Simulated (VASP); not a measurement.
Write the native input for VASP 6.6.1 that does the following.

| Item | Value |
| --- | --- |
| Task | single point |
| Functional | r2SCAN |
| Potentials or basis | VASP PAW PBE potentials, release 64 (Ni, Ge_d) |
| Cutoff | 520 eV |
| k mesh | 12 × 12 × 8 |
| Occupations | gaussian, width 0.1 eV |
| Spin | no spin polarisation |
| Dipole correction | no |
| Further INCAR settings | ALGO = Normal; EDIFF = 1e-06; NBANDS = 43 |

Crystal: Ni2Ge.

```
Ni Ge
1.0
     3.84470    0.00000    0.00000
    -1.92235    3.32961    0.00000
     0.00000    0.00000    4.80351
Ni Ge
4 2
Direct
  0.66667 0.33333 0.25000
  0.33333 0.66667 0.75000
  0.00000 0.00000 0.00000
  0.00000 0.00000 0.50000
  0.66667 0.33333 0.75000
  0.33333 0.66667 0.25000
```

One way to write it, as run:

POSCAR

```
Ni2Ge
1.0
    3.8446971411      0.0000000000      0.0000000000
   -1.9223485705      3.3296053940      0.0000000000
    0.0000000000      0.0000000000      4.8035136094
Ni Ge
4 2
Direct
    0.6666666667      0.3333333333      0.2500000000
    0.3333333333      0.6666666667      0.7500000000
    0.0000000000      0.0000000000      0.0000000000
    0.0000000000      0.0000000000      0.5000000000
    0.6666666667      0.3333333333      0.7500000000
    0.3333333333      0.6666666667      0.2500000000
```

INCAR.step1

```
SYSTEM = Ni2Ge
PREC     = Accurate       ! precision mode
ENCUT    = 520            ! plane-wave cutoff, eV
ISMEAR   = 0              ! smearing method
SIGMA    = 0.1            ! smearing width, eV
LREAL    = .FALSE.        ! projectors in reciprocal space
LASPH    = .TRUE.         ! aspherical terms in the spheres
NELM     = 100            ! most SCF steps
NBANDS   = 43             ! bands
GGA      = PE             ! functional
ALGO     = Normal         ! electronic algorithm
EDIFF    = 1E-4           ! SCF threshold, eV
LWAVE    = .TRUE.         ! write WAVECAR
LCHARG   = .FALSE.        ! write CHGCAR
```

INCAR.step2

```
SYSTEM = Ni2Ge
PREC     = Accurate       ! precision mode
ENCUT    = 520            ! plane-wave cutoff, eV
EDIFF    = 1E-6           ! SCF threshold, eV
ISMEAR   = 0              ! smearing method
SIGMA    = 0.1            ! smearing width, eV
LREAL    = .FALSE.        ! projectors in reciprocal space
LASPH    = .TRUE.         ! aspherical terms in the spheres
NELM     = 100            ! most SCF steps
ALGO     = Normal         ! electronic algorithm
ISIF     = 2              ! what is computed and relaxed
LWAVE    = .FALSE.        ! write WAVECAR
LCHARG   = .FALSE.        ! write CHGCAR
METAGGA  = R2SCAN         ! meta-GGA
LMIXTAU  = .TRUE.       
NBANDS   = 43             ! bands
ISTART   = 1
```

KPOINTS

```
regular mesh
0
G
  12 12 8
  0 0 0
```

Potentials or basis: VASP PAW PBE potentials, release 64 (Ni, Ge_d).

Run with:

```console
$ cat potpaw_PBE.64/Ni/POTCAR potpaw_PBE.64/Ge_d/POTCAR > POTCAR
$ cp INCAR.step1 INCAR
$ mpirun -np 1 vasp_std > vasp.out
$ cp INCAR.step2 INCAR
$ mpirun -np 1 vasp_std > vasp.out
```

It gave:

```
Pressure               : 30.3 GPa
Band gap on the k mesh : zero (band 34 reaches 14.95 eV, above the bottom of band 35 at 11.34 eV)
```

Caveat: the PAW data sets were made with another functional, which shifts forces and pressure a little.

Wall time 29 min on 1 thread of Oxide Virtual Turin-like Processor, on a shared host, peak memory 0.29 GiB.
